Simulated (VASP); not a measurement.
# Al (I4/mmm) in VASP: notebook

The runs below take Al through single point, with PBEsol+D3(BJ).

All numbers are computed with VASP 6.6.1; they aren't measurements. Logs are shortened: lines on timing, memory, paths and dates and some standing lists are left out, and cuts for length are marked.

## (1) The cell of the first run

Symmetry: I4/mmm, No. 139, tetragonal system. The conventional cell has a = 2.905 Å, b = 2.905 Å, c = 3.987 Å, α = 90.00°, β = 90.00°, γ = 90.00°. Al (site symmetry 4/mmm) has 12 Al at 2.86 to 2.91 Å within 3.8 Å.

## (2) Single point, PBEsol+D3(BJ) (strain +0.015 along x and y, -0.015 along z)

Input file INCAR:

```
SYSTEM = Al
PREC = Accurate ; ENCUT = 520
EDIFF = 1E-6 ; ISMEAR = 0
SIGMA = 0.15 ; LREAL = .False.
LASPH = .True. ; NELM = 100
ALGO = Fast ; ISIF = 2
LWAVE = .False. ; LCHARG = .False.
GGA = PS ; IVDW = 12
NBANDS = 8
```

Input file KPOINTS:

```
regular mesh
0
Gamma
  20 20 20
  0 0 0
```

Input file POSCAR:

```
Al
1.0
    0.0000000000      2.0543397000      1.9936203000
    2.0543397000      0.0000000000      1.9936203000
    2.0543397000      2.0543397000      0.0000000000
Al
1
Direct
    0.0000000000      0.0000000000      0.0000000000
```

Potentials or basis: VASP PAW PBE potentials, release 64 (Al).

The run is started by

```sh
$ cat potpaw_PBE.64/Al/POTCAR > POTCAR
$ mpirun -np 1 vasp_std > vasp.out
```

OUTCAR:

```text
SYSTEM = Al
   PREC = Accurate
   ENCUT = 520
   EDIFF = 1E-6
   ISMEAR = 0
   LREAL = .False.
   LASPH = .True.
   NELM = 100
   ISIF = 2
   GGA = PS
   IVDW = 12
 IVDW          = 12

 ion  position               nearest neighbor table
   1  0.000  0.000  0.000-

  LATTYP: Found a body centered tetragonal cell.
 ALAT       =     2.9052750655
 C/A-ratio  =     1.3724141467

  Lattice vectors:

 A1 = (   0.0000000000,  -2.0543397000,  -1.9936203000)
 A2 = (   0.0000000000,   2.0543397000,  -1.9936203000)
 A3 = (   2.0543397000,   0.0000000000,   1.9936203000)

Analysis of symmetry for initial positions (statically):
=====================================================================
 Subroutine PRICEL returns:
 Original cell was already a primitive cell.

 Routine SETGRP: Setting up the symmetry group for a
 body centered tetragonal supercell.

 Subroutine GETGRP returns: Found 16 space group operations
 (whereof 16 operations were pure point group operations)
 out of a pool of 16 trial point group operations.

The static configuration has the point symmetry D_4h.

Analysis of symmetry for dynamics (positions and initial velocities):
=====================================================================
 Subroutine PRICEL returns:
 Original cell was already a primitive cell.

 Routine SETGRP: Setting up the symmetry group for a
 body centered tetragonal supercell.

 Subroutine GETGRP returns: Found 16 space group operations
 (whereof 16 operations were pure point group operations)
 out of a pool of 16 trial point group operations.

The dynamic configuration has the point symmetry D_4h.

 Subroutine INISYM returns: Found 16 space group operations
 (whereof 16 operations are pure point group operations),
 and found     1 'primitive' translations

----------------------------------------------------------------------------------------

                                     Primitive cell

  volume of cell :      16.8274

  direct lattice vectors                    reciprocal lattice vectors
     0.000000000  2.054339700  1.993620300    -0.243387206  0.243387206  0.250800014
     2.054339700  0.000000000  1.993620300     0.243387206 -0.243387206  0.250800014
     2.054339700  2.054339700  0.000000000     0.243387206  0.243387206 -0.250800014

  length of vectors
     2.862661961  2.862661961  2.905275065     0.425881805  0.425881805  0.425881805

  position of ions in fractional coordinates (direct lattice)
     0.000000000  0.000000000  0.000000000

  ion indices of the primitive-cell ions
   primitive index   ion index
                 1           1

----------------------------------------------------------------------------------------

 KPOINTS: regular mesh

Automatic generation of k-mesh.
 Grid dimensions read from file:
 generate k-points for:   20   20   20

 Generating k-lattice:

  Cartesian coordinates                     Fractional coordinates (reciprocal lattice)
    -0.012169360  0.012169360  0.012540001     0.050000000  0.000000000  0.000000000
     0.012169360 -0.012169360  0.012540001     0.000000000  0.050000000  0.000000000
     0.012169360  0.012169360 -0.012540001     0.000000000  0.000000000  0.050000000

  Length of vectors
     0.021294090  0.021294090  0.021294090

  Shift w.r.t. Gamma in fractional coordinates (k-lattice)
     0.000000000  0.000000000  0.000000000

 Subroutine IBZKPT returns following result:
 ===========================================

 Found    641 irreducible k-points:

 Following reciprocal coordinates:
            Coordinates               Weight
  0.000000  0.000000  0.000000      1.000000
  0.050000  0.000000  0.000000      8.000000
  0.100000  0.000000  0.000000      8.000000
  0.150000 -0.000000  0.000000      8.000000
  0.200000  0.000000  0.000000      8.000000
  0.250000  0.000000  0.000000      8.000000
[... 16 lines left out ...]
 -0.400000  0.050000  0.000000      8.000000
 -0.350000  0.050000  0.000000      8.000000
 [... further k-points ...]
   k-points           NKPTS =    641   k-points in BZ     NKDIM =    641   number of bands    NBANDS=      8
   number of dos      NEDOS =    301   number of ions     NIONS =      1
   total plane-waves  NPLWV =  13824
   dimension x,y,z NGX =    24 NGY =   24 NGZ =   24
   dimension x,y,z NGXF=    48 NGYF=   48 NGZF=   48
   ions per type =               1
   NGX,Y,Z   is equivalent  to a cutoff of  13.94, 13.94, 13.73 a.u.
   NGXF,Y,Z  is equivalent  to a cutoff of  27.88, 27.88, 27.47 a.u.
 SYSTEM =  Al
   PREC   = accura    normal or accurate (medium, high low for compatibility)
   ISTART =      0    job   : 0-new  1-cont  2-samecut
   ICHARG =      2    charge: 1-file 2-atom 10-const
   ISPIN  =      1    spin polarized calculation?
   LNONCOLLINEAR =      F non collinear calculations
   LSORBIT =      F    spin-orbit coupling
   LASPH  =      T    aspherical Exc in radial PAW
   ENCUT  =  520.0 eV  38.22 Ry    6.18 a.u.   5.32  5.32  5.40*2*pi/ulx,y,z
   NELM   =    100;   NELMIN=  2; NELMDL= -5     # of ELM steps
   EDIFF  = 0.1E-05   stopping-criterion for ELM
   LREAL  =      F    real-space projection
   EDIFFG = 0.1E-04   stopping-criterion for IOM
   NSW    =      0    number of steps for IOM
   IBRION =     -1    ionic relax: 0-MD 1-quasi-New 2-CG
   NFREE  =      0    steps in history (QN), initial steepest desc. (CG)
   ISIF   =      2    stress and relaxation
   ISYM   =      2    0-nonsym 1-usesym 2-fastsym
   POTIM  = 0.5000    time-step for ionic-motion
   TEBEG  =    0.0;   TEEND  =   0.0 temperature during run
   PSTRESS=    0.0 pullay stress
   NELECT =       3.0000    total number of electrons
   NUPDOWN=      -1.0000    fix difference up-down
   EMIN   =  10.00;   EMAX   =-10.00  energy-range for DOS
   EFERMI =   0.00;   METHOD = LEGACY
   ISMEAR =     0;   SIGMA  =   0.15  broadening in eV -4-tet -1-fermi 0-gaus
   EFERMI_NEDOS =   21; number of points for ismear=-14 and -15
   IALGO  =     68    algorithm
   IMIX   =      4    mixing-type and parameters
     AMIX     =   0.40;   BMIX     =  1.00
     AMIX_MAG =   1.60;   BMIX_MAG =  1.00
  volume/ion in A,a.u.               =      16.83       113.56
  Fermi-wavevector in a.u.,A,eV,Ry     =   0.921389  1.741172 11.550766  0.848957
  Thomas-Fermi vector in A             =   2.046800
   LORBIT       =      0    0 simple, 1 ext, 2 COOP (PROOUT), +10 PAW based schemes
   GGA     = PS    functional components
   LHFCALC =     F    Hartree Fock is set to
   AEXX    =    0.0000 exact exchange contribution
   IVDW    =    12    specifies the selected vdW correction
   LEPSILON=     F    determine dielectric tensor
   LRPA    =     F    only Hartree local field effects (RPA)
 non-spin polarized calculation
 RMM-DIIS sequential band-by-band and
 Gauss-broadening in eV      SIGMA  =   0.15
  energy-cutoff  :      520.00
  volume of cell :       16.83
 maximum number of plane-waves:       467
 NGX is ok and might be reduce to    24
   NGX = 11   NGY = 11   NGZ = 11

 number of electron       3.0000000 magnetization

 Free energy of the ion-electron system (eV)
  ---------------------------------------------------
  ext. energy  EPLUGINS =         0.00000000
  ---------------------------------------------------
  free energy    TOTEN  =        -4.08763157 eV

  energy without entropy =       -4.08330346  energy(sigma->0) =       -4.08546752

 E-fermi :   7.7700     XC(G=0): -10.1856

 val. band max:        7.7634968981   @ k =  -0.4500   0.3500   0.0500
 cond. band min:       7.7886981440   @ k =   0.4000   0.1000   0.0500
 fundamental gap:      0.0252012458
 Fermi energy:         7.7700367394

 k-point     1 :       0.0000    0.0000    0.0000
  band No.  band energies     occupation
      1      -3.2481      2.00000
      2      20.1404      0.00000
      3      20.1404      0.00000
      4      20.4554      0.00000
      5      21.5221      0.00000
      6      21.6151      0.00000
      7      21.6151      0.00000
      8      24.1014      0.00000

 k-point     2 :       0.0500    0.0000    0.0000
  band No.  band energies     occupation
      1      -3.1811      2.00000
      2      18.9168      0.00000
      3      19.8593      0.00000
      4      20.0799      0.00000
      5      21.9262      0.00000
      6      21.9956      0.00000
      7      22.1673      0.00000
      8      24.8018      0.00000

 k-point     3 :       0.1000    0.0000    0.0000
  band No.  band energies     occupation
      1      -2.9799      2.00000
      2      16.9632      0.00000
      3      19.3721      0.00000
      4      19.6146      0.00000
      5      22.2986      0.00000
      6      22.7012      0.00000
      7      22.7481      0.00000
      8      25.1320      0.00000

 k-point     4 :       0.1500   -0.0000    0.0000
  band No.  band energies     occupation
      1      -2.6454      2.00000
      2      14.9666      0.00000
      3      18.9212      0.00000
      4      19.2078      0.00000
      5      22.1932      0.00000
      6      23.2740      0.00000
      7      23.4975      0.00000
      8      24.5945      0.00000

 k-point     5 :       0.2000    0.0000    0.0000
  band No.  band energies     occupation
      1      -2.1783      2.00000
      2      13.0173      0.00000
      3      18.5590      0.00000
      4      18.8959      0.00000
      5      22.0434      0.00000
      6      22.6881      0.00000
      7      23.4797      0.00000
      8      25.1820      0.00000

 k-point     6 :       0.2500    0.0000    0.0000
  band No.  band energies     occupation
      1      -1.5801      2.00000
      2      11.1460      0.00000
      3      18.2999      0.00000
      4      18.6888      0.00000
      5      21.8156      0.00000
      6      21.9298      0.00000
      7      22.6524      0.00000
      8      26.2293      0.00000

 k-point     7 :       0.3000   -0.0000    0.0000
  band No.  band energies     occupation
      1      -0.8521      2.00000
      2       9.3674      0.00000
      3      18.1493      0.00000
      4      18.5900      0.00000
      5      20.9863      0.00000
      6      21.7830      0.00000
      7      21.9063      0.00000
      8      25.5185      0.00000
[... 133 lines left out ...]
 k-point    20 :       0.4500    0.0500    0.0000
  band No.  band energies     occupation
      1       1.7956      2.00000
      2       5.1548      2.00000
      3      17.3021      0.00000
      4      18.7730      0.00000
      5      18.8695      0.00000
      6      20.3384      0.00000
      7      23.3882      0.00000
      8      23.7818      0.00000

 k-point    21 :       0.5000    0.0500    0.0000
  band No.  band energies     occupation
      1       2.9768      2.00000
      2       3.7832      2.00000
      3      17.5648      0.00000
      4      18.2424      0.00000
      5      19.1600      0.00000
      6      19.8956      0.00000
      7      23.1824      0.00000
      8      23.8657      0.00000

 k-point    22 :      -0.4500    0.0500    0.0000
  band No.  band energies     occupation
      1       2.5081      2.00000
      2       4.2973      2.00000
      3      17.8250      0.00000
      4      17.9398      0.00000
      5      19.5658      0.00000
      6      19.5662      0.00000
      7      22.7970      0.00000
      8      24.3490      0.00000

 k-point    23 :      -0.4000    0.0500    0.0000
  band No.  band energies     occupation
      1       1.3688      2.00000
      2       5.7176      2.00000
      3      17.5217      0.00000
      4      18.4222      0.00000
      5      19.3553      0.00000
      6      20.0850      0.00000
      7      22.5142      0.00000
      8      24.9482      0.00000

 k-point    24 :      -0.3500    0.0500    0.0000
  band No.  band energies     occupation
      1       0.3503      2.00000
      2       7.2519      2.00000
      3      17.3331      0.00000
      4      18.9651      0.00000
      5      19.3084      0.00000
      6      20.7134      0.00000
      7      22.3445      0.00000
      8      25.6396      0.00000

 [... further k-points ...]

------------------------ aborting loop because EDIFF is reached ----------------------------------------

 Edisp (eV)   -0.31112

 E8    (eV) :    -0.2095

  FORCE on cell =-STRESS in cart. coord.  units (eV):
  Direction    XX          YY          ZZ          XY          YZ          ZX
  --------------------------------------------------------------------------------------
  -------------------------------------------------------------------------------------
  Total      -0.64329    -0.64329    -0.56035     0.00000     0.00000     0.00000
  in kB     -61.24930   -61.24930   -53.35243     0.00000     0.00000     0.00000
  external pressure =      -58.62 kB  Pullay stress =        0.00 kB

 VOLUME and BASIS-vectors are now :
 -----------------------------------------------------------------------------
  energy-cutoff  :      520.00
  volume of cell :       16.83
      direct lattice vectors                 reciprocal lattice vectors
     0.000000000  2.054339700  1.993620300    -0.243387206  0.243387206  0.250800014
     2.054339700  0.000000000  1.993620300     0.243387206 -0.243387206  0.250800014
     2.054339700  2.054339700  0.000000000     0.243387206  0.243387206 -0.250800014

 POSITION                                       TOTAL-FORCE (eV/Angst)
 -----------------------------------------------------------------------------------
      0.00000      0.00000      0.00000         0.000000      0.000000      0.000000
 -----------------------------------------------------------------------------------
    total drift:                                0.000000     -0.000000      0.000000

  FREE ENERGIE OF THE ION-ELECTRON SYSTEM (eV)
  ---------------------------------------------------
  free  energy   TOTEN  =        -4.3987476814 eV

  energy  without entropy=       -4.3944195714  energy(sigma->0) =       -4.39658363
```

It took 23 s on 1 thread of Intel Xeon 6975P-C (Granite Rapids), shared host; peak memory 0.2 GiB.

What came out:

```yaml
Free_energy: -4.3987 eV
Pressure: -5.9 GPa
Dispersion_energy_per_atom: -0.311 eV
```

Stress tensor (GPa, compression positive):
```
-6.12  0.00  0.00
 0.00 -6.12  0.00
 0.00  0.00 -5.34
```

Caveat: the cell differs from its parent crystal (strain +0.015 along x and y, -0.015 along z); the PAW data sets were made with another functional, which shifts forces and pressure a little; pairwise dispersion overbinds metals, which lowers pressure and volume.

## (3) Single point, PBEsol+D3(BJ) (strain +0.000 along x and y, +0.030 along z)

Input file INCAR:

```
SYSTEM = Al
ALGO = Normal ; EDIFF = 1E-7
ENCUT = 520 ; GGA = PS
ISIF = 2 ; ISMEAR = 0
IVDW = 12 ; LASPH = .TRUE.
LCHARG = .TRUE. ; LELF = .TRUE.
LREAL = .FALSE. ; LVHAR = .TRUE.
LWAVE = .FALSE. ; NBANDS = 8
NELM = 60 ; PREC = Accurate
SIGMA = 0.15
```

Input file KPOINTS:

```
k-points
0
G
  20 20 20
  0 0 0
```

Input file POSCAR:

```
Al
1.0
    0.0000000000      2.0239800000      2.0846994000
    2.0239800000      0.0000000000      2.0846994000
    2.0239800000      2.0239800000      0.0000000000
Al
1
Direct
    0.0000000000      0.0000000000      0.0000000000
```

Potentials or basis: VASP PAW PBE potentials, release 64 (Al).

The run is started by

```sh
$ cat potpaw_PBE.64/Al/POTCAR > POTCAR
$ mpirun -np 1 vasp_std > vasp.out
```

Wall time 23 s (1 thread of Intel Xeon 6975P-C (Granite Rapids), shared host); peak memory 0.2 GiB.

It converged, with:

```yaml
Free_energy: -4.3879 eV
Pressure: -6.8 GPa
Dispersion_energy_per_atom: -0.306 eV
```

Stress tensor (GPa, compression positive):
```
-6.35  0.00  0.00
 0.00 -6.35  0.00
 0.00  0.00 -7.76
```

Levels at points of the mesh, in eV from the Fermi level:
| k point | band 1 | band 2 | band 3 | band 4 |
| --- | --- | --- | --- | --- |
| (0.00, 0.00, 0.00) | -10.93 | 12.17 | 12.49 | 12.49 |
| (0.50, 0.00, 0.00) | -4.49 | -4.36 | 10.60 | 10.89 |
| (0.50, 0.50, 0.00) | -3.14 | -2.03 | 5.43 | 5.75 |
| (0.50, 0.00, 0.50) | -2.73 | -1.44 | 5.11 | 5.12 |

Caveat: the cell differs from its parent crystal (strain +0.000 along x and y, +0.030 along z); the PAW data sets were made with another functional, which shifts forces and pressure a little; pairwise dispersion overbinds metals, which lowers pressure and volume.
